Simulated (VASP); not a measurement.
Runs of VASP 6.6.1 on CdTe. The structure is that of space group F-43m (No. 216), or close to it. The cells are those of the table. 

```tsv
cell	gap on the mesh (eV)	pressure (GPa)
a = 4.621 Å, angles 60.0°, 2 atoms	0.69	(a)
a = 4.533 Å, angles 60.0°, 2 atoms	0.87	(b)
a = 4.577 Å, angles 60.0°, 2 atoms	0.78	2.9
a = 4.440 Å, angles 60.0°, 2 atoms	1.06	8.4
a = 4.487 Å, angles 60.0°, 2 atoms	0.96	6.3
```

Alike in all rows: task single point; level PBE; potentials or basis VASP PAW PBE potentials, release 64 (Cd, Te); no spin polarisation; k mesh 5 × 5 × 5; cutoff (eV) 500; smearing gaussian 0.01 eV.

Task: Fill in the values left out.

Result: (a) 1.6; (b) 4.5.

Caveats: spin-orbit coupling is left out, which moves the levels of the heavy elements.

A k mesh can miss the band edges, and the runs leave out spin-orbit coupling on Cd, Te.
